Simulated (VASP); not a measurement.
# BiTe (P4/nmm) in VASP: notebook

Runs on BiTe. Level: PBE. Tasks: relaxation of shape and atoms at fixed volume.

Everything below comes from runs of VASP 6.6.1. Logs are shortened: lines on timing, memory, paths and dates and some standing lists are left out, and cuts for length are marked.

## 1. The cell of the first run

Symmetry: P4/nmm, No. 129, tetragonal system. Conventional cell: a = 5.538 Å, b = 5.538 Å, c = 4.041 Å, α = 90.00°, β = 90.00°, γ = 90.00°. Bi (site symmetry 4mm) has 8 Te at 3.17 to 3.73 Å and 6 Bi at 4.03 to 4.04 Å within 4.2 Å. Within 4.2 Å of Te (site symmetry -4m2) lie 8 Bi at 3.17 to 3.73 Å and 6 Te at 3.92 to 4.04 Å.

## 2. Relaxation of shape and atoms at fixed volume, PBE (30.99 Å³/atom)

Contents of INCAR:

```
PREC = Accurate
ENCUT = 600
EDIFF = 1E-7
ISMEAR = 0
SIGMA = 0.05
LREAL = False
LASPH = True
NELM = 60
ALGO = Normal
ISIF = 4
LWAVE = False
LCHARG = False
GGA = PE
IBRION = 2
NSW = 60
EDIFFG = -0.01
```

Contents of KPOINTS:

```
regular mesh
0
Gamma
  6 6 8
```

Contents of POSCAR:

```
BiTe
1.0
    5.5384286333      0.0000000000      0.0000000000
    0.0000000000      5.5384286333      0.0000000000
    0.0000000000      0.0000000000      4.0405569043
Bi Te
2 2
Direct
    0.5000000000      0.0000000000      0.3799535017
    0.0000000000      0.5000000000      0.6200464983
    0.0000000000      0.0000000000      0.0000000000
    0.5000000000      0.5000000000      0.0000000000
```

Potentials or basis: VASP PAW PBE potentials, release 64 (Bi_d, Te).

On the command line:

```console
$ cat potpaw_PBE.64/Bi_d/POTCAR potpaw_PBE.64/Te/POTCAR > POTCAR
$ mpirun -np 1 vasp_std > vasp.out
```

OUTCAR:

```text
PREC = Accurate
   ENCUT = 600
   EDIFF = 1E-7
   ISMEAR = 0
   LREAL = False
   LASPH = True
   NELM = 60
   ISIF = 4
   GGA = PE
   IBRION = 2
   NSW = 60
   EDIFFG = -0.01

 ion  position               nearest neighbor table
   1  0.500  0.000  0.380-   3 3.17   4 3.17   4 3.17   3 3.17   4 3.73   3 3.73   3 3.73   4 3.73

   2  0.000  0.500  0.620-   3 3.17   4 3.17   3 3.17   4 3.17   3 3.73   3 3.73   4 3.73   4 3.73

   3  0.000  0.000  0.000-   1 3.17   2 3.17   2 3.17   1 3.17   2 3.73   2 3.73   1 3.73   1 3.73

   4  0.500  0.500  0.000-   1 3.17   2 3.17   1 3.17   2 3.17   2 3.73   1 3.73   2 3.73   1 3.73

  LATTYP: Found a simple tetragonal cell.
 ALAT       =     5.5384286333
 C/A-ratio  =     0.7295493310

  Lattice vectors:

 A1 = (   5.5384286333,   0.0000000000,   0.0000000000)
 A2 = (   0.0000000000,   5.5384286333,   0.0000000000)
 A3 = (   0.0000000000,   0.0000000000,   4.0405569043)

Analysis of symmetry for initial positions (statically):
=====================================================================
 Subroutine PRICEL returns:
 Original cell was already a primitive cell.

 Routine SETGRP: Setting up the symmetry group for a
 simple tetragonal supercell.

 Subroutine GETGRP returns: Found 16 space group operations
 (whereof  8 operations were pure point group operations)
 out of a pool of 16 trial point group operations.

The static configuration has the point symmetry D_2d.
 The point group associated with its full space group is D_4h.

Analysis of symmetry for dynamics (positions and initial velocities):
=====================================================================
 Subroutine PRICEL returns:
 Original cell was already a primitive cell.

 Routine SETGRP: Setting up the symmetry group for a
 simple tetragonal supercell.

 Subroutine GETGRP returns: Found 16 space group operations
 (whereof  8 operations were pure point group operations)
 out of a pool of 16 trial point group operations.

The dynamic configuration has the point symmetry D_2d.
 The point group associated with its full space group is D_4h.

 Subroutine INISYM returns: Found 16 space group operations
 (whereof  8 operations are pure point group operations),
 and found     1 'primitive' translations

----------------------------------------------------------------------------------------

                                     Primitive cell

  volume of cell :     123.9408

  direct lattice vectors                    reciprocal lattice vectors
     5.538428633  0.000000000  0.000000000     0.180556628  0.000000000  0.000000000
     0.000000000  5.538428633  0.000000000     0.000000000  0.180556628  0.000000000
     0.000000000  0.000000000  4.040556904     0.000000000  0.000000000  0.247490636

  length of vectors
     5.538428633  5.538428633  4.040556904     0.180556628  0.180556628  0.247490636

  position of ions in fractional coordinates (direct lattice)
     0.500000000  0.000000000  0.379953502
     0.000000000  0.500000000  0.620046498
     0.000000000  0.000000000  0.000000000
     0.500000000  0.500000000  0.000000000

  ion indices of the primitive-cell ions
   primitive index   ion index
                 1           1
                 2           2
                 3           3
                 4           4

----------------------------------------------------------------------------------------

 KPOINTS: regular mesh

Automatic generation of k-mesh.
 Grid dimensions read from file:
 generate k-points for:    6    6    8

 Generating k-lattice:

  Cartesian coordinates                     Fractional coordinates (reciprocal lattice)
     0.030092771  0.000000000  0.000000000     0.166666667  0.000000000  0.000000000
     0.000000000  0.030092771  0.000000000     0.000000000  0.166666667  0.000000000
     0.000000000  0.000000000  0.030936330     0.000000000  0.000000000  0.125000000

  Length of vectors
     0.030092771  0.030092771  0.030936330

  Shift w.r.t. Gamma in fractional coordinates (k-lattice)
     0.000000000  0.000000000  0.000000000

 Subroutine IBZKPT returns following result:
 ===========================================

 Found     50 irreducible k-points:

 Following reciprocal coordinates:
            Coordinates               Weight
  0.000000  0.000000  0.000000      1.000000
  0.166667  0.000000  0.000000      4.000000
  0.333333  0.000000  0.000000      4.000000
  0.500000  0.000000  0.000000      2.000000
  0.166667  0.166667  0.000000      4.000000
  0.333333  0.166667  0.000000      8.000000
[... 16 lines left out ...]
  0.333333  0.000000  0.250000      8.000000
  0.500000  0.000000  0.250000      4.000000
 [... further k-points ...]
   k-points           NKPTS =     50   k-points in BZ     NKDIM =     50   number of bands    NBANDS=     25
   number of dos      NEDOS =    301   number of ions     NIONS =      4
   total plane-waves  NPLWV =  73728
   dimension x,y,z NGX =    48 NGY =   48 NGZ =   32
[... 52 lines left out ...]
   NGX = 23   NGY = 23   NGZ = 17

--------------------------------------- Ionic step        1  -------------------------------------------

 number of electron      41.9999991 magnetization

 Free energy of the ion-electron system (eV)
  ---------------------------------------------------
  ext. energy  EPLUGINS =         0.00000000
  ---------------------------------------------------
  free energy    TOTEN  =       -13.92807325 eV

  energy without entropy =      -13.92528302  energy(sigma->0) =      -13.92667813

------------------------ aborting loop because EDIFF is reached ----------------------------------------

  FORCE on cell =-STRESS in cart. coord.  units (eV):
  Direction    XX          YY          ZZ          XY          YZ          ZX
  --------------------------------------------------------------------------------------
  -------------------------------------------------------------------------------------
  Total        1.0255480      1.0255480      0.8847215      0.0000000      0.0000000      0.0000000
  in kB       13.2572120     13.2572120     11.4367550      0.0000000      0.0000000      0.0000000
  external PRESSURE =      12.6503930 kB  Pullay stress =       0.0000000 kB

 VOLUME and BASIS-vectors are now :
 -----------------------------------------------------------------------------
  energy-cutoff  :      600.00
  volume of cell :      123.94
      direct lattice vectors                 reciprocal lattice vectors
     5.538428633  0.000000000  0.000000000     0.180556628  0.000000000  0.000000000
     0.000000000  5.538428633  0.000000000     0.000000000  0.180556628  0.000000000
     0.000000000  0.000000000  4.040556904     0.000000000  0.000000000  0.247490636
[... 153 lines left out ...]
 POSITION                                       TOTAL-FORCE (eV/Angst)
 -----------------------------------------------------------------------------------
      2.77662      0.00000      1.54910        -0.000000      0.000000      0.030797
      0.00000      2.77662      2.46994         0.000000     -0.000000     -0.030797
      0.00000      0.00000     -0.00000         0.000000     -0.000000      0.000000
      2.77662      2.77662      4.01904         0.000000      0.000000      0.000000
 -----------------------------------------------------------------------------------
    total drift:                                0.000000      0.000000     -0.000000

  FREE ENERGIE OF THE ION-ELECTRON SYSTEM (eV)
  ---------------------------------------------------
  free  energy   TOTEN  =       -13.9301705743 eV

  energy  without entropy=      -13.9278817902  energy(sigma->0) =      -13.92902618

--------------------------------------- Ionic step        6  -------------------------------------------

 number of electron      41.9999996 magnetization

 Free energy of the ion-electron system (eV)
  ---------------------------------------------------
  ext. energy  EPLUGINS =         0.00000000
  ---------------------------------------------------
  free energy    TOTEN  =       -13.93070813 eV

  energy without entropy =      -13.92835966  energy(sigma->0) =      -13.92953390

 E-fermi :   7.7269     XC(G=0):  -9.9533

 val. band max:        7.7185200257   @ k =   0.3333   0.3333   0.1250
 cond. band min:       7.7295867138   @ k =   0.1667   0.1667   0.3750
 fundamental gap:      0.0110666881
 Fermi energy:         7.7268789040

 k-point     1 :       0.0000    0.0000    0.0000
  band No.  band energies     occupation
      1     -15.7532      2.00000
      2     -15.7490      2.00000
      3     -15.7244      2.00000
      4     -15.7234      2.00000
      5     -15.7151      2.00000
      6     -15.7077      2.00000
[... 17 lines left out ...]
     24      10.3759      0.00000
     25      10.7748      0.00000
[... 621 lines left out ...]
      3     -15.7338      2.00000
      4     -15.7338      2.00000
      5     -15.7164      2.00000
      6     -15.7164      2.00000
[... 17 lines left out ...]
     24       8.7844      0.00000
     25       9.6842      0.00000

 [... further k-points ...]
[... 5 lines left out ...]
  --------------------------------------------------------------------------------------
  -------------------------------------------------------------------------------------
  Total        0.6551433      0.6551433      0.6879951      0.0000000      0.0000000      0.0000000
  in kB        8.4690080      8.4690080      8.8936815      0.0000000      0.0000000      0.0000000
  external PRESSURE =       8.6105658 kB  Pullay stress =       0.0000000 kB

 VOLUME and BASIS-vectors are now :
 -----------------------------------------------------------------------------
  energy-cutoff  :      600.00
  volume of cell :      123.94
      direct lattice vectors                 reciprocal lattice vectors
     5.549243504  0.000000000  0.000000000     0.180204743  0.000000000  0.000000000
     0.000000000  5.549243504 -0.000000000     0.000000000  0.180204743 -0.000000000
     0.000000000  0.000000000  4.024823042     0.000000000  0.000000000  0.248458128

 POSITION                                       TOTAL-FORCE (eV/Angst)
 -----------------------------------------------------------------------------------
      2.77462      5.54924      1.56214         0.000000      0.000000      0.003823
      0.00000      2.77462      2.46268        -0.000000     -0.000000     -0.003823
      0.00000      0.00000     -0.00000        -0.000000     -0.000000      0.000000
      2.77462      2.77462     -0.00000        -0.000000      0.000000      0.000000
 -----------------------------------------------------------------------------------
    total drift:                                0.000000      0.000000      0.000000

  FREE ENERGIE OF THE ION-ELECTRON SYSTEM (eV)
  ---------------------------------------------------
  free  energy   TOTEN  =       -13.9307081301 eV

  energy  without entropy=      -13.9283596602  energy(sigma->0) =      -13.92953390

 reached required accuracy - stopping structural energy minimisation
```

Wall time 18 min (1 thread of Intel Xeon 8259CL, shared host); peak memory 0.38 GiB.

What came out:

* Free energy: -13.9307 eV
* Energy gained by relaxing: 0.7 meV/atom
* Ionic steps: 6
* Pressure after relaxing: 0.9 GPa
* Largest force after relaxing: 0.004 eV/Å
* Band gap on the k mesh: zero (bands 21 and 22 overlap by 2.93 eV)

Forces in eV/Å, atoms in the order of the input:
```
Bi   0.000  0.000  0.004
Bi   0.000  0.000 -0.004
Te   0.000  0.000  0.000
Te   0.000  0.000  0.000
```

The path:
```tsv
step	energy change (eV)	largest force (eV/Å)	pressure (GPa)	volume (Å³)
1	0.0000	0.0696	1.27	123.94
2	-0.0005	0.0654	1.22	123.94
3	-0.0015	0.0496	1.07	123.94
4	-0.0016	0.0424	1.00	123.94
5	-0.0021	0.0308	0.96	123.94
6	-0.0026	0.0038	0.86	123.94
```

Final structure:
```
Bi Te
1.0
     5.54924    0.00000    0.00000
     0.00000    5.54924    0.00000
     0.00000    0.00000    4.02482
Bi Te
2 2
Cartesian
  2.7746 5.5492 1.5621
  0.0000 2.7746 2.4627
  0.0000 0.0000 0.0000
  2.7746 2.7746 0.0000
```

Levels at points of the mesh, in eV from the Fermi level:
```csv
k point,band 19,band 20,band 21,band 22,band 23,band 24
"(0.00, 0.00, 0.00)",-2.43,-0.59,0.34,2.44,2.65,2.65
"(0.50, 0.00, 0.00)",-1.71,-1.71,0.06,0.06,1.84,1.84
"(0.50, 0.50, 0.00)",-1.05,-1.05,-0.93,-0.93,0.58,0.58
"(0.00, 0.00, 0.50)",-2.78,-2.78,-1.40,-1.18,-0.72,-0.72
"(0.50, 0.00, 0.50)",-3.21,-3.21,-0.69,-0.69,1.07,1.07
"(0.50, 0.50, 0.50)",-0.54,-0.54,1.41,1.41,2.30,2.30
```

Caveat: spin-orbit coupling is left out, which moves the levels of the heavy elements.

## 3. Relaxation of shape and atoms at fixed volume, PBE (31.48 Å³/atom)

This run uses another cell than the first one, of 31.48 Å³/atom.

Contents of INCAR:

```
ALGO = Normal
EDIFF = 1E-6
EDIFFG = -0.01
ENCUT = 600
GGA = PE
IBRION = 2
ISIF = 4
ISMEAR = 0
LASPH = True
LCHARG = False
LREAL = False
LWAVE = False
NELM = 60
NSW = 60
PREC = Accurate
SIGMA = 0.05
```

Contents of KPOINTS:

```
k-points
0
Gamma
  6 6 8
```

Contents of POSCAR:

```
BiTe
1.0
    5.5471866382      0.0000000000      0.0000000000
    0.0000000000      5.5471866382      0.0000000000
    0.0000000000      0.0000000000      4.0917418243
Bi Te
2 2
Direct
    0.5000000000      0.0000000000      0.3587302301
    0.0000000000      0.5000000000      0.6412697699
    0.0000000000      0.0000000000      0.0000000000
    0.5000000000      0.5000000000      0.0000000000
```

Potentials or basis: VASP PAW PBE potentials, release 64 (Bi_d, Te).

On the command line:

```console
$ cat potpaw_PBE.64/Bi_d/POTCAR potpaw_PBE.64/Te/POTCAR > POTCAR
$ mpirun -np 1 vasp_std > vasp.out
```

Wall time 22 min (1 thread of Intel Xeon 8259CL, shared host); peak memory 0.4 GiB.

Results (log left out):

- Free energy: -13.9385 eV
- Energy gained by relaxing: 2.2 meV/atom
- Ionic steps: 10
- Pressure after relaxing: 0.4 GPa
- Largest force after relaxing: 0.004 eV/Å
- Band gap on the k mesh: zero (bands 21 and 22 overlap by 2.91 eV)

Forces in eV/Å, atoms in the order of the input:
```
Bi   0.000  0.000 -0.004
Bi   0.000  0.000  0.004
Te   0.000  0.000  0.000
Te   0.000  0.000  0.000
```

The path:
```
step  energy change (eV)  largest force (eV/Å)  pressure (GPa)  volume (Å³)
   1              0.0000                0.1086            1.60       125.91
   2             -0.0014                0.0972            1.50       125.91
   3             -0.0034                0.0714            1.21       125.91
   4             -0.0035                0.0684            1.17       125.91
   5             -0.0050                0.0610            1.06       125.91
   6             -0.0078                0.0263            0.79       125.91
   7             -0.0080                0.0085            0.68       125.91
   8             -0.0080                0.0140            0.70       125.91
   9             -0.0084                0.0081            0.58       125.91
  10             -0.0087                0.0039            0.39       125.91
```

Final structure:
```
Bi Te
1.0
     5.56783    0.00000    0.00000
     0.00000    5.56783    0.00000
     0.00000    0.00000    4.06146
Bi Te
2 2
Direct
  0.50000 0.00000 0.38020
  0.00000 0.50000 0.61980
  0.00000 0.00000 0.00000
  0.50000 0.50000 0.00000
```

Levels at points of the mesh, in eV from the Fermi level:
```csv
k point,band 18,band 19,band 20,band 21,band 22,band 23,band 24,band 25
"(0.00, 0.00, 0.00)",-2.81,-2.42,-0.68,0.19,2.21,2.58,2.58,3.05
"(0.50, 0.00, 0.00)",-2.22,-1.77,-1.77,0.03,0.03,1.75,1.75,2.95
"(0.50, 0.50, 0.00)",-1.76,-1.08,-1.08,-0.98,-0.98,0.53,0.53,1.03
"(0.00, 0.00, 0.50)",-3.23,-2.80,-2.80,-1.38,-1.21,-0.72,-0.72,1.25
"(0.50, 0.00, 0.50)",-3.52,-3.29,-3.29,-0.63,-0.63,0.98,0.98,2.01
"(0.50, 0.50, 0.50)",-5.35,-0.61,-0.61,1.32,1.32,2.20,2.20,2.33
```

Caveat: spin-orbit coupling is left out, which moves the levels of the heavy elements.

## 4. Relaxation of shape and atoms at fixed volume, PBE (32.13 Å³/atom)

This run uses another cell than the first one, of 32.13 Å³/atom.

Contents of INCAR:

```
PREC = Accurate ; ENCUT = 600
EDIFF = 1E-6 ; ISMEAR = 0
SIGMA = 0.05 ; LREAL = False
LASPH = True ; NELM = 100
ALGO = Normal ; ISIF = 4
LWAVE = False ; LCHARG = False
GGA = PE ; IBRION = 2
NSW = 60 ; EDIFFG = -0.01
```

Contents of KPOINTS:

```
Automatic mesh
0
Gamma
  6 6 8
```

Contents of POSCAR:

```
BiTe
1.0
    5.5790196606      0.0000000000      0.0000000000
    0.0000000000      5.5790196606      0.0000000000
    0.0000000000      0.0000000000      4.1294559585
Bi Te
2 2
Direct
    0.5000000000      0.0000000000      0.3493954278
    0.0000000000      0.5000000000      0.6506045722
    0.0000000000      0.0000000000      0.0000000000
    0.5000000000      0.5000000000      0.0000000000
```

On the command line:

```console
$ cat potpaw_PBE.64/Bi_d/POTCAR potpaw_PBE.64/Te/POTCAR > POTCAR
$ mpirun -np 1 vasp_std > vasp.out
```

Wall time 11 min (1 thread of Intel Xeon 8259CL, shared host); peak memory 0.4 GiB.

The run converged. Its results:

| Item | Value |
| --- | --- |
| Free energy | -13.9471 eV |
| Energy gained by relaxing | 1.0 meV/atom |
| Ionic steps | 5 |
| Pressure after relaxing | 0.5 GPa |
| Largest force after relaxing | 0.004 eV/Å |
| Band gap on the k mesh | zero (bands 21 and 22 overlap by 2.92 eV) |

Forces in eV/Å, atoms in the order of the input:
```
Bi   0.000  0.000  0.004
Bi   0.000  0.000 -0.004
Te   0.000  0.000  0.000
Te   0.000  0.000  0.000
```

Step by step:
```tsv
step	energy change (eV)	largest force (eV/Å)	pressure (GPa)	volume (Å³)
1	0.0000	0.1022	1.01	128.53
2	-0.0013	0.0868	0.91	128.53
3	-0.0027	0.0436	0.67	128.53
4	-0.0035	0.0237	0.61	128.53
5	-0.0039	0.0039	0.54	128.53
```

Final structure:
```xyz
4
Lattice="5.5909 0.0000 0.0000 0.0000 5.5909 0.0000 0.0000 0.0000 4.1119" Properties=species:S:1:pos:R:3 pbc="T T T"
Bi    2.7955    5.5909    1.4703
Bi    0.0000    2.7955    2.6416
Te    0.0000    0.0000    0.0000
Te    2.7955    2.7955    0.0000
```

Levels at points of the mesh, in eV from the Fermi level:
```
           k point  band 19  band 20  band 21  band 22  band 23  band 24
(0.00, 0.00, 0.00)    -2.30    -0.78    -0.08     1.77     2.65     2.65
(0.50, 0.00, 0.00)    -1.83    -1.83     0.04     0.04     1.72     1.72
(0.50, 0.50, 0.00)    -1.05    -1.05    -1.01    -1.01     0.55     0.55
(0.00, 0.00, 0.50)    -2.85    -2.85    -1.25    -1.23    -0.65    -0.65
(0.50, 0.00, 0.50)    -3.37    -3.37    -0.40    -0.40     0.81     0.81
(0.50, 0.50, 0.50)    -0.72    -0.72     1.20     1.20     2.05     2.05
```

Caveat: spin-orbit coupling is left out, which moves the levels of the heavy elements.

## 5. The runs side by side

| cell | gap on the mesh (eV) | pressure (GPa) |
| --- | --- | --- |
| relaxed from a = 5.538, b = 5.538, c = 4.041 Å, 4 atoms, atomic positions A | none | 0.9 |
| relaxed from a = 5.547, b = 5.547, c = 4.092 Å, 4 atoms, atomic positions B | none | 0.4 |
| relaxed from a = 5.579, b = 5.579, c = 4.129 Å, 4 atoms, atomic positions C | none | 0.5 |

Alike in all rows: task relaxation of shape and atoms at fixed volume; level PBE; potentials or basis VASP PAW PBE potentials, release 64 (Bi_d, Te); no spin polarisation; k mesh 6 × 6 × 8; cutoff (eV) 600; smearing gaussian 0.05 eV.

Caveats: spin-orbit coupling is left out, which moves the levels of the heavy elements.

Total energies depend on the potentials used, so only differences within one code and one set of settings carry meaning.
